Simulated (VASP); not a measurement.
A run of VASP 6.6.1:

File INCAR:

```
PREC     = Accurate       # precision mode
ENCUT    = 520            # plane-wave cutoff, eV
EDIFF    = 1E-8           # SCF threshold, eV
ISMEAR   = -1             # smearing method
SIGMA    = 0.05           # smearing width, eV
LREAL    = False          # projectors in reciprocal space
LASPH    = True           # aspherical terms in the spheres
NELM     = 100            # most SCF steps
ALGO     = Normal         # electronic algorithm
ISIF     = 2              # what is computed and relaxed
LWAVE    = False          # write WAVECAR
LCHARG   = False          # write CHGCAR
GGA      = PE             # functional
LEFG     = True         
NBANDS   = 18             # bands
```

Contents of KPOINTS:

```
Automatic mesh
0
Gamma
  13 13 10
```

POSCAR

```
CuAu
1.0
    2.8185435868      0.0000000000      0.0000000000
    0.0000000000      2.8185435868      0.0000000000
    0.0000000000      0.0000000000      3.6943053441
Cu Au
1 1
Direct
    0.5000000000      0.5000000000      0.5000000000
    0.0000000000      0.0000000000      0.0000000000
```

Potentials or basis: VASP PAW PBE potentials, release 64 (Cu, Au).

Launch:

```sh
$ cat potpaw_PBE.64/Cu/POTCAR potpaw_PBE.64/Au/POTCAR > POTCAR
$ mpirun -np 1 vasp_std > vasp.out
```

Hardware: 1 thread of Intel Xeon 6975P-C (shared host).

**Question.** Estimate the wall time of this run.

**Answer.** Wall time 52 s on 1 thread of Intel Xeon 6975P-C, on a shared host, peak memory 0.22 GiB. Counts: scf iterations 16, k points 168.
